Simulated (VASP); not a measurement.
A run of VASP 6.6.1 is set up as follows.

Contents of INCAR:

```
ALGO     = Fast           # electronic algorithm
EDIFF    = 1E-7           # SCF threshold, eV
EDIFFG   = -0.08          # ionic threshold
ENCUT    = 600            # plane-wave cutoff, eV
GGA      = PE             # functional
IBRION   = 2              # ionic algorithm
ISIF     = 3              # what is computed and relaxed
ISMEAR   = 0              # smearing method
LASPH    = True           # aspherical terms in the spheres
LCHARG   = False          # write CHGCAR
LREAL    = False          # projectors in reciprocal space
LWAVE    = False          # write WAVECAR
NELM     = 80             # most SCF steps
NSW      = 36             # ionic steps
PREC     = Accurate       # precision mode
SIGMA    = 0.2            # smearing width, eV
```

KPOINTS

```
k-points
0
Gamma
  3 3 3
```

The input POSCAR:

```
Sc4As3
1.0
   -4.1075000000      4.1075000000      4.1075000000
    4.1075000000     -4.1075000000      4.1075000000
    4.1075000000      4.1075000000     -4.1075000000
Sc As
8 6
Direct
    0.5000000000      0.0000000000      0.3700000000
    0.6300000000      0.6300000000      0.6300000000
    0.0000000000      0.3700000000      0.5000000000
    0.3700000000      0.5000000000      0.0000000000
    0.8700000000      0.5000000000      0.0000000000
    0.5000000000      0.0000000000      0.8700000000
    0.0000000000      0.8700000000      0.5000000000
    0.1300000000      0.1300000000      0.1300000000
    0.3750000000      0.2500000000      0.6250000000
    0.6250000000      0.3750000000      0.2500000000
    0.2500000000      0.6250000000      0.3750000000
    0.7500000000      0.8750000000      0.1250000000
    0.1250000000      0.7500000000      0.8750000000
    0.8750000000      0.1250000000      0.7500000000
```

Potentials or basis: VASP PAW PBE potentials, release 64 (Sc_sv, As).

Launch:

```sh
$ cat potpaw_PBE.64/Sc_sv/POTCAR potpaw_PBE.64/As/POTCAR > POTCAR
$ mpirun -np 1 vasp_std > vasp.out
```

(1) Predict the band gap on the k mesh.

(2) What does it give for the relaxed volume?

## Answers

(1) zero (bands 59 and 60 overlap by 0.31 eV).

(2) 19.62 Å³/atom.

Caveat: the k points lie up to 0.36 Å⁻¹ apart in the final cell.
